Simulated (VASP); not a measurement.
## ZrC: single point with PBE

The system is ZrC.

```
CELL_PARAMETERS angstrom
3.82873 0.00000 0.00000
-1.91437 3.31578 0.00000
0.00000 0.00000 4.66793
ATOMIC_POSITIONS crystal
Zr 0.66667 0.33333 0.06778
Zr 0.33333 0.66667 0.56778
C 0.66667 0.33333 0.55742
C 0.33333 0.66667 0.05742
```

| Quantity | Value |
| --- | --- |
| Program | VASP 6.6.1 |
| Task | single point |
| Functional | PBE |
| Potentials or basis | VASP PAW PBE potentials, release 64 (Zr_sv, C) |
| Cutoff | 520 eV |
| k mesh | 12 × 12 × 6 |
| Occupations | gaussian, width 0.05 eV |
| Spin | no spin polarisation |

```json
{
 "Pressure": "7.8 GPa",
 "Largest force": "0.009 eV/Å",
 "Band gap on the k mesh": "zero (bands 16 and 17 overlap by 1.19 eV)"
}
```

Forces in eV/Å, atoms in the order of the input:
```
Zr   0.000  0.000 -0.009
Zr   0.000  0.000 -0.009
C    0.000  0.000  0.009
C    0.000  0.000  0.009
```

Levels at points of the mesh, in eV from the Fermi level:
| k point | band 12 | band 13 | band 14 | band 15 | band 16 | band 17 | band 18 | band 19 | band 20 | band 21 |
| --- | --- | --- | --- | --- | --- | --- | --- | --- | --- | --- |
| (0.00, 0.00, 0.00) | -2.72 | -2.43 | -2.43 | -1.35 | 1.15 | 1.15 | 1.18 | 2.48 | 4.41 | 4.41 |
| (0.50, 0.00, 0.00) | -1.93 | -1.44 | -1.32 | -0.95 | -0.33 | 0.29 | 1.87 | 3.00 | 3.76 | 4.10 |
| (0.00, 0.00, 0.50) | -2.99 | -2.99 | -2.99 | -2.87 | -2.87 | 3.95 | 3.95 | 3.95 | 3.95 | 4.42 |
| (0.50, 0.00, 0.50) | -4.00 | -2.19 | -2.19 | -1.34 | -1.34 | 2.53 | 2.53 | 3.33 | 3.33 | 5.12 |

It took 110 s on 1 thread of Intel Xeon 8259CL, on a shared host, peak memory 0.23 GiB.

Caveat: the cell stands under pressure.
